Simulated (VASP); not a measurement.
## PN: relaxation of cell and atoms with PBE+D3(BJ)

The system is PN.

```xyz
2
Lattice="2.2908 0.0000 0.0000 0.0000 2.9232 0.0000 0.0000 0.0000 3.3667" Properties=species:S:1:pos:R:3 pbc="T T T"
P     0.0000    0.0000    1.6834
N     0.0000    0.0000    0.0000
```

```json
{"Program": "VASP 6.6.1", "Task": "relaxation of cell and atoms", "Functional": "PBE", "Dispersion": "D3(BJ)", "Potentials or basis": "VASP PAW PBE potentials, release 64 (P, N)", "Cutoff": "600 eV", "k mesh": "18 × 14 × 12", "Occupations": "fermi-dirac, width 0.15 eV", "Spin": "no spin polarisation", "Dipole correction": "no", "Further INCAR settings": "ALGO = Normal; EDIFF = 1e-06; IBRION = 2; EDIFFG = -0.001; NSW = 80; ISIF = 3"}
```

* Relaxed volume: 11.33 Å³/atom
* Relaxed cell: a = 2.330 Å, b = 2.908 Å, c = 3.344 Å, α = 90.00°, β = 90.00°, γ = 90.00°
* Space group after relaxing (to 0.1 Å): Pmmm (No. 47)
* Energy gained by relaxing: 0.4 meV/atom
* Ionic steps: 24
* Pressure after relaxing: 0.0 GPa
* Band gap on the k mesh: zero (bands 5 and 6 overlap by 4.16 eV)
* Dispersion energy per atom: -0.304 eV

The path:
| step | energy change (eV) | largest force (eV/Å) | pressure (GPa) | volume (Å³) |
| --- | --- | --- | --- | --- |
| 1 | 0.0000 | 0.0000 | -0.59 | 22.54 |
| 2 | 0.0004 | 0.0000 | 1.29 | 22.41 |
| 3 | -0.0002 | 0.0000 | 0.11 | 22.49 |
| 4 | -0.0004 | 0.0000 | 0.10 | 22.50 |
| 5 | -0.0006 | 0.0000 | 0.07 | 22.53 |
| 6 | -0.0008 | 0.0000 | 0.10 | 22.59 |
| 7 | -0.0008 | 0.0000 | 0.10 | 22.60 |
| 8 | -0.0008 | 0.0000 | 0.09 | 22.59 |
| 9 | -0.0009 | 0.0000 | -0.07 | 22.65 |
| 10 | -0.0009 | 0.0000 | -0.07 | 22.66 |
| 11 | -0.0009 | 0.0000 | 0.02 | 22.67 |
| 12 | -0.0009 | 0.0000 | -0.02 | 22.66 |
| 13 | -0.0009 | 0.0000 | -0.03 | 22.66 |
| 14 | -0.0009 | 0.0000 | -0.05 | 22.66 |
| 15 | -0.0009 | 0.0000 | -0.06 | 22.66 |
| 16 | -0.0009 | 0.0000 | -0.02 | 22.66 |
| 17 | -0.0009 | 0.0000 | -0.03 | 22.66 |
| 18 | -0.0009 | 0.0000 | -0.02 | 22.66 |
| 19 | -0.0009 | 0.0000 | 0.08 | 22.64 |
| 20 | -0.0009 | 0.0000 | 0.03 | 22.65 |
| 21 | -0.0009 | 0.0000 | 0.02 | 22.65 |
| 22 | -0.0009 | 0.0000 | 0.02 | 22.66 |
| 23 | -0.0009 | 0.0000 | 0.01 | 22.66 |
| 24 | -0.0009 | 0.0000 | 0.00 | 22.66 |

Final structure:
```xyz
2
Lattice="2.3300 0.0000 0.0000 0.0000 2.9079 0.0000 0.0000 0.0000 3.3439" Properties=species:S:1:pos:R:3 pbc="T T T"
P     0.0000    0.0000    1.6720
N     0.0000    0.0000    0.0000
```

Levels at points of the mesh, in eV from the Fermi level:
| k point | band 3 | band 4 | band 5 | band 6 | band 7 | band 8 |
| --- | --- | --- | --- | --- | --- | --- |
| (0.00, 0.00, 0.00) | -7.25 | -3.24 | 0.67 | 5.34 | 5.34 | 11.04 |
| (0.50, 0.00, 0.00) | -7.63 | -2.15 | -1.42 | 0.01 | 6.71 | 8.00 |
| (0.00, 0.50, 0.00) | -8.23 | -5.58 | 0.91 | 1.06 | 7.19 | 12.16 |
| (0.50, 0.50, 0.00) | -7.30 | -4.98 | 0.45 | 0.70 | 2.77 | 3.54 |
| (0.00, 0.00, 0.50) | -1.81 | -0.60 | 1.15 | 1.38 | 7.29 | 7.64 |
| (0.50, 0.00, 0.50) | -6.35 | -5.94 | -0.56 | 2.80 | 4.82 | 11.23 |
| (0.00, 0.50, 0.50) | -5.51 | -5.03 | 0.87 | 1.32 | 9.32 | 9.70 |
| (0.50, 0.50, 0.50) | -5.32 | -5.13 | -2.85 | -1.39 | 4.16 | 6.05 |

Wall time 13 min on 1 thread of Intel(R) Xeon(R) 6975P-C (Granite Rapids), on a shared host, peak memory 0.29 GiB.
